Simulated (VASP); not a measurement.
# NbCd3 (Pm-3m) in VASP: further runs

NbCd3 is run at these levels: r2SCAN; tasks: relaxation of the atoms.

Everything below comes from runs of VASP 6.6.1. Logs are shortened: lines on timing, memory, paths and dates and some standing lists are left out, and cuts for length are marked.

## 1. The cell of the first run

Symmetry: Pm-3m, No. 221, cubic system. The conventional cell has a = 4.274 Å, b = 4.274 Å, c = 4.274 Å, α = 90.00°, β = 90.00°, γ = 90.00°. Nb (site symmetry m-3m) has 12 Cd at 3.02 Å within 4.0 Å. Cd (site symmetry 4/mmm) has 4 Nb at 3.02 Å and 8 Cd at 3.02 Å within 4.0 Å.

## 2. Relaxation of the atoms, r2SCAN

Input file POSCAR:

```
NbCd3
1.0
    4.2738841300      0.0000000000      0.0000000000
    0.0000000000      4.2738841300      0.0000000000
    0.0000000000      0.0000000000      4.2738841300
Nb Cd
1 3
Direct
    0.0000000000      0.0000000000      0.0000000000
    0.0000000000      0.5000000000      0.5000000000
    0.5000000000      0.0000000000      0.5000000000
    0.5000000000      0.5000000000      0.0000000000
```

Input file INCAR.step1:

```
SYSTEM = NbCd3
  PREC = Accurate
  ENCUT = 520
  ISMEAR = -1
  SIGMA = 0.1
  LREAL = .False.
  LASPH = .True.
  NELM = 80
  GGA = PE
  ALGO = Normal
  EDIFF = 1E-4
  LWAVE = .True.
  LCHARG = .False.
  KPAR = 2
```

Input file INCAR.step2:

```
SYSTEM = NbCd3
  PREC = Accurate
  ENCUT = 520
  EDIFF = 1E-6
  ISMEAR = -1
  SIGMA = 0.1
  LREAL = .False.
  LASPH = .True.
  NELM = 80
  ALGO = Normal
  ISIF = 2
  LWAVE = .False.
  LCHARG = .False.
  METAGGA = R2SCAN
  LMIXTAU = .True.
  IBRION = 2
  NSW = 50
  EDIFFG = -0.01
  ISTART = 1
  KPAR = 2
```

Input file KPOINTS:

```
Automatic mesh
0
Gamma
  8 8 8
  0 0 0
```

Potentials or basis: VASP PAW PBE potentials, release 64 (Nb_sv, Cd).

The run is started by

```
cat potpaw_PBE.64/Nb_sv/POTCAR potpaw_PBE.64/Cd/POTCAR > POTCAR
cp INCAR.step1 INCAR
mpirun -np 2 vasp_std > vasp.out
cp INCAR.step2 INCAR
mpirun -np 2 vasp_std > vasp.out
```

OUTCAR:

```text
SYSTEM = NbCd3
   PREC = Accurate
   ENCUT = 520
   EDIFF = 1E-6
   ISMEAR = -1
   LREAL = .False.
   LASPH = .True.
   NELM = 80
   ISIF = 2
   METAGGA = R2SCAN
   IBRION = 2
   NSW = 50
   EDIFFG = -0.01
   ISTART = 1

 ion  position               nearest neighbor table
   1  0.000  0.000  0.000-   2 3.02   3 3.02   4 3.02   2 3.02   3 3.02   2 3.02   4 3.02   2 3.02
                             3 3.02   4 3.02   3 3.02   4 3.02
   2  0.000  0.500  0.500-   1 3.02   3 3.02   4 3.02   1 3.02   4 3.02   1 3.02   3 3.02   1 3.02
                             3 3.02   4 3.02   4 3.02   3 3.02
   3  0.500  0.000  0.500-   1 3.02   2 3.02   4 3.02   1 3.02   4 3.02   2 3.02   4 3.02   4 3.02
                             1 3.02   2 3.02   1 3.02   2 3.02
   4  0.500  0.500  0.000-   1 3.02   2 3.02   3 3.02   2 3.02   3 3.02   1 3.02   3 3.02   3 3.02
                             1 3.02   2 3.02   2 3.02   1 3.02

  LATTYP: Found a simple cubic cell.
 ALAT       =     4.2738841300

  Lattice vectors:

 A1 = (   4.2738841300,   0.0000000000,   0.0000000000)
 A2 = (   0.0000000000,   4.2738841300,   0.0000000000)
 A3 = (   0.0000000000,   0.0000000000,   4.2738841300)

Analysis of symmetry for initial positions (statically):
=====================================================================
 Subroutine PRICEL returns:
 Original cell was already a primitive cell.

 Routine SETGRP: Setting up the symmetry group for a
 simple cubic supercell.

 Subroutine GETGRP returns: Found 48 space group operations
 (whereof 48 operations were pure point group operations)
 out of a pool of 48 trial point group operations.

The static configuration has the point symmetry O_h .

Analysis of symmetry for dynamics (positions and initial velocities):
=====================================================================
 Subroutine PRICEL returns:
 Original cell was already a primitive cell.

 Routine SETGRP: Setting up the symmetry group for a
 simple cubic supercell.

 Subroutine GETGRP returns: Found 48 space group operations
 (whereof 48 operations were pure point group operations)
 out of a pool of 48 trial point group operations.

The dynamic configuration has the point symmetry O_h .

 Subroutine INISYM returns: Found 48 space group operations
 (whereof 48 operations are pure point group operations),
 and found     1 'primitive' translations

----------------------------------------------------------------------------------------

                                     Primitive cell

  volume of cell :      78.0671

  direct lattice vectors                    reciprocal lattice vectors
     4.273884130  0.000000000  0.000000000     0.233979202  0.000000000  0.000000000
     0.000000000  4.273884130  0.000000000     0.000000000  0.233979202  0.000000000
     0.000000000  0.000000000  4.273884130     0.000000000  0.000000000  0.233979202

  length of vectors
     4.273884130  4.273884130  4.273884130     0.233979202  0.233979202  0.233979202

  position of ions in fractional coordinates (direct lattice)
     0.000000000  0.000000000  0.000000000
     0.000000000  0.500000000  0.500000000
     0.500000000  0.000000000  0.500000000
     0.500000000  0.500000000  0.000000000

  ion indices of the primitive-cell ions
   primitive index   ion index
                 1           1
                 2           2
                 3           3
                 4           4

----------------------------------------------------------------------------------------

 KPOINTS: Automatic mesh

Automatic generation of k-mesh.
 Grid dimensions read from file:
 generate k-points for:    8    8    8

 Generating k-lattice:

  Cartesian coordinates                     Fractional coordinates (reciprocal lattice)
     0.029247400  0.000000000  0.000000000     0.125000000  0.000000000  0.000000000
     0.000000000  0.029247400  0.000000000     0.000000000  0.125000000  0.000000000
     0.000000000  0.000000000  0.029247400     0.000000000  0.000000000  0.125000000

  Length of vectors
     0.029247400  0.029247400  0.029247400

  Shift w.r.t. Gamma in fractional coordinates (k-lattice)
     0.000000000  0.000000000  0.000000000

 Subroutine IBZKPT returns following result:
 ===========================================

 Found     35 irreducible k-points:

 Following reciprocal coordinates:
            Coordinates               Weight
  0.000000  0.000000  0.000000      1.000000
  0.125000  0.000000  0.000000      6.000000
  0.250000  0.000000  0.000000      6.000000
  0.375000  0.000000  0.000000      6.000000
  0.500000  0.000000  0.000000      3.000000
  0.125000  0.125000  0.000000     12.000000
[... 16 lines left out ...]
  0.375000  0.375000  0.125000     24.000000
  0.500000  0.375000  0.125000     24.000000
 [... further k-points ...]
   k-points           NKPTS =     35   k-points in BZ     NKDIM =     35   number of bands    NBANDS=     29
   number of dos      NEDOS =    301   number of ions     NIONS =      4
   total plane-waves  NPLWV =  32768
   dimension x,y,z NGX =    32 NGY =   32 NGZ =   32
   dimension x,y,z NGXF=    64 NGYF=   64 NGZF=   64
   ions per type =               1   3
   NGX,Y,Z   is equivalent  to a cutoff of  12.45, 12.45, 12.45 a.u.
   NGXF,Y,Z  is equivalent  to a cutoff of  24.89, 24.89, 24.89 a.u.
 SYSTEM =  NbCd3
   PREC   = accura    normal or accurate (medium, high low for compatibility)
   ISTART =      1    job   : 0-new  1-cont  2-samecut
   ICHARG =      0    charge: 1-file 2-atom 10-const
   ISPIN  =      1    spin polarized calculation?
   LNONCOLLINEAR =      F non collinear calculations
   LSORBIT =      F    spin-orbit coupling
   LASPH  =      T    aspherical Exc in radial PAW
   ENCUT  =  520.0 eV  38.22 Ry    6.18 a.u.   7.95  7.95  7.95*2*pi/ulx,y,z
   NELM   =     80;   NELMIN=  2; NELMDL=  0     # of ELM steps
   EDIFF  = 0.1E-05   stopping-criterion for ELM
   LREAL  =      F    real-space projection
   EDIFFG = -.1E-01   stopping-criterion for IOM
   NSW    =     50    number of steps for IOM
   IBRION =      2    ionic relax: 0-MD 1-quasi-New 2-CG
   NFREE  =      1    steps in history (QN), initial steepest desc. (CG)
   ISIF   =      2    stress and relaxation
   ISYM   =      2    0-nonsym 1-usesym 2-fastsym
   POTIM  = 0.5000    time-step for ionic-motion
   TEBEG  =    0.0;   TEEND  =   0.0 temperature during run
   PSTRESS=    0.0 pullay stress
   NELECT =      49.0000    total number of electrons
   NUPDOWN=      -1.0000    fix difference up-down
   EMIN   =  10.00;   EMAX   =-10.00  energy-range for DOS
   EFERMI =   0.00;   METHOD = LEGACY
   ISMEAR =    -1;   SIGMA  =   0.10  broadening in eV -4-tet -1-fermi 0-gaus
   EFERMI_NEDOS =   21; number of points for ismear=-14 and -15
   IALGO  =     38    algorithm
   IMIX   =      4    mixing-type and parameters
     AMIX     =   0.40;   BMIX     =  1.00
     AMIX_MAG =   1.60;   BMIX_MAG =  1.00
  volume/ion in A,a.u.               =      19.52       131.71
  Fermi-wavevector in a.u.,A,eV,Ry     =   1.401686  2.648803 26.731694  1.964724
  Thomas-Fermi vector in A             =   2.524523
   LORBIT       =      0    0 simple, 1 ext, 2 COOP (PROOUT), +10 PAW based schemes
   METAGGA = R2SCAN    functional components
   LHFCALC =     F    Hartree Fock is set to
   AEXX    =    0.0000 exact exchange contribution
   IVDW    =     0    specifies the selected vdW correction
   LEPSILON=     F    determine dielectric tensor
   LRPA    =     F    only Hartree local field effects (RPA)
 conjugate gradient relaxation of ions
 non-spin polarized calculation
  energy-cutoff  :      520.00
  volume of cell :       78.07
 maximum number of plane-waves:      2176
 NGX is ok and might be reduce to    32
   NGX = 15   NGY = 15   NGZ = 15

 number of electron      48.9999990 magnetization

 Free energy of the ion-electron system (eV)
  ---------------------------------------------------
  ext. energy  EPLUGINS =         0.00000000
  ---------------------------------------------------
  free energy    TOTEN  =       -84.71252301 eV

  energy without entropy =      -84.65608503  energy(sigma->0) =      -84.68430402

 E-fermi :   4.8250     XC(G=0): -12.6647

 val. band max:        4.7826376804   @ k =   0.3750   0.2500   0.1250
 cond. band min:       4.8972752375   @ k =   0.2500   0.2500   0.1250
 fundamental gap:      0.1146375571
 Fermi energy:         4.8250031932

 k-point     1 :       0.0000    0.0000    0.0000
  band No.  band energies     occupation
      1     -51.9706      2.00000
      2     -27.3183      2.00000
      3     -27.3183      2.00000
      4     -27.3183      2.00000
      5      -5.1006      2.00000
      6      -4.9305      2.00000
[... 21 lines left out ...]
     28       6.0471      0.00001
     29      10.5209      0.00000

 k-point     2 :       0.1250    0.0000    0.0000
  band No.  band energies     occupation
      1     -51.9705      2.00000
      2     -27.3214      2.00000
      3     -27.3184      2.00000
      4     -27.3184      2.00000
      5      -5.0492      2.00000
      6      -4.9094      2.00000
[... 21 lines left out ...]
     28       6.4461      0.00000
     29      10.2205      0.00000

 k-point     3 :       0.2500    0.0000    0.0000
  band No.  band energies     occupation
      1     -51.9703      2.00000
      2     -27.3287      2.00000
      3     -27.3187      2.00000
      4     -27.3187      2.00000
      5      -4.9105      2.00000
      6      -4.8542      2.00000
[... 21 lines left out ...]
     28       7.2687      0.00000
     29       9.2351      0.00000

 k-point     4 :       0.3750    0.0000    0.0000
  band No.  band energies     occupation
      1     -51.9700      2.00000
      2     -27.3360      2.00000
      3     -27.3190      2.00000
      4     -27.3190      2.00000
      5      -4.7903      2.00000
      6      -4.7377      2.00000
[... 597 lines left out ...]
     28       7.4763      0.00000
     29       8.8138      0.00000

 k-point    23 :       0.3750    0.3750    0.1250
  band No.  band energies     occupation
      1     -51.9695      2.00000
      2     -27.3338      2.00000
      3     -27.3327      2.00000
      4     -27.3214      2.00000
      5      -4.6547      2.00000
      6      -4.5102      2.00000
[... 21 lines left out ...]
     28       7.2494      0.00000
     29       9.0579      0.00000

 k-point    24 :       0.5000    0.3750    0.1250
  band No.  band energies     occupation
      1     -51.9694      2.00000
      2     -27.3356      2.00000
      3     -27.3328      2.00000
      4     -27.3215      2.00000
      5      -4.5823      2.00000
      6      -4.5069      2.00000
[... 21 lines left out ...]
     28       6.8847      0.00000
     29       9.3760      0.00000

 [... further k-points ...]

------------------------ aborting loop because EDIFF is reached ----------------------------------------

  FORCE on cell =-STRESS in cart. coord.  units (eV):
  Direction    XX          YY          ZZ          XY          YZ          ZX
  --------------------------------------------------------------------------------------
  -------------------------------------------------------------------------------------
  Total        0.2177082      0.2177082      0.2177082      0.0000000      0.0000000      0.0000000
  in kB        4.4680412      4.4680412      4.4680412      0.0000000      0.0000000      0.0000000
  external PRESSURE =       4.4680412 kB  Pullay stress =       0.0000000 kB

 VOLUME and BASIS-vectors are now :
 -----------------------------------------------------------------------------
  energy-cutoff  :      520.00
  volume of cell :       78.07
      direct lattice vectors                 reciprocal lattice vectors
     4.273884130  0.000000000  0.000000000     0.233979202  0.000000000  0.000000000
     0.000000000  4.273884130  0.000000000     0.000000000  0.233979202  0.000000000
     0.000000000  0.000000000  4.273884130     0.000000000  0.000000000  0.233979202

 POSITION                                       TOTAL-FORCE (eV/Angst)
 -----------------------------------------------------------------------------------
      0.00000      0.00000      0.00000         0.000000      0.000000      0.000000
      0.00000      2.13694      2.13694         0.000000      0.000000      0.000000
      2.13694      0.00000      2.13694         0.000000      0.000000      0.000000
      2.13694      2.13694      0.00000         0.000000      0.000000      0.000000
 -----------------------------------------------------------------------------------
    total drift:                                0.000000     -0.000000     -0.000000

  FREE ENERGIE OF THE ION-ELECTRON SYSTEM (eV)
  ---------------------------------------------------
  free  energy   TOTEN  =       -84.7125230122 eV

  energy  without entropy=      -84.6560850346  energy(sigma->0) =      -84.68430402

 reached required accuracy - stopping structural energy minimisation
```

It took 2.4 min on 2 MPI ranks of Intel Xeon Platinum 8259CL at 2.50GHz (Skylake/Cascade Lake), shared host; peak memory 0.22 GiB.

What came out:

```
Free energy             : -84.7125 eV
Pressure after relaxing : 0.4 GPa
Band gap on the k mesh  : zero (an odd number of electrons rules out a gap without spin polarisation)
```

Final structure:
```cif
data_structure
_symmetry_space_group_name_H-M 'P 1'
_symmetry_Int_Tables_number 1
_cell_length_a 4.2739
_cell_length_b 4.2739
_cell_length_c 4.2739
_cell_angle_alpha 90.000
_cell_angle_beta 90.000
_cell_angle_gamma 90.000
_cell_volume 78.07
loop_
_atom_site_label
_atom_site_type_symbol
_atom_site_fract_x
_atom_site_fract_y
_atom_site_fract_z
_atom_site_occupancy
Nb1 Nb 0.00000 0.00000 0.00000 1
Cd1 Cd 0.00000 0.50000 0.50000 1
Cd2 Cd 0.50000 0.00000 0.50000 1
Cd3 Cd 0.50000 0.50000 0.00000 1
```

Levels at points of the mesh, in eV from the Fermi level:
```tsv
k point	band 23	band 24	band 25	band 26	band 27	band 28
(0.00, 0.00, 0.00)	0.22	0.22	0.22	1.22	1.22	1.22
(0.50, 0.00, 0.00)	-0.91	-0.74	1.15	1.23	3.39	4.26
(0.50, 0.50, 0.00)	-3.22	-0.34	-0.34	1.34	1.95	2.26
(0.50, 0.50, 0.50)	-2.18	-1.31	-1.31	-1.31	1.70	1.70
```

Caveat: the relaxation stopped at its first step, so nothing moved; the PAW data sets were made with another functional, which shifts forces and pressure a little.

[end of part 1 of 2]

The gap in the log of VASP goes by the Fermi energy; the results here count the filled bands.